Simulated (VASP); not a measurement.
Runs of VASP 6.6.1 on CoOs2. The structure is that of space group P6/mmm (No. 191), or close to it. The cells are those of the table. 

| task | cell | k mesh | cutoff (eV) | gap on the mesh (eV) | pressure (GPa) | relaxed volume (Å³/atom) |
| --- | --- | --- | --- | --- | --- | --- |
| single point | a = 4.235, b = 4.235, c = 2.678 Å, angles 90.0, 90.0, 120.0°, 3 atoms | 6 × 6 × 6 | 520 | none | -0.4 | - |
| relaxation of cell and atoms | relaxed from a = 3.325, b = 3.325, c = 3.590 Å, angles 90.0, 90.0, 120.0°, 3 atoms | 6 × 6 × 6 | 600 | none | 0.0 | 13.85 |
| relaxation of cell and atoms | relaxed from a = 4.235, b = 4.235, c = 2.678 Å, angles 90.0, 90.0, 120.0°, 3 atoms | 12 × 12 × 18 | 600 | none | 0.0 | 13.81 |
| single point | a = 4.248, b = 4.248, c = 2.654 Å, angles 90.0, 90.0, 120.0°, 3 atoms | 12 × 12 × 18 | 520 | none | (a) | - |

Alike in all rows: level PBE; potentials or basis VASP PAW PBE potentials, release 64 (Co, Os); no spin polarisation; smearing gaussian 0.1 eV.

Problem. Estimate the missing entries.

Solution. (a) -0.5.

Caveats: some runs use coarse meshes; spin-orbit coupling is left out, which moves the levels of the heavy elements; the run has no spin polarisation, though such a crystal can be magnetic; the volume moved by over 15 % at a fixed basis, so the end points are rough (at least some runs).

A k mesh can miss the band edges, and the runs leave out spin-orbit coupling on Os.

A gap of «none» marks levels without a gap at the run's occupations.
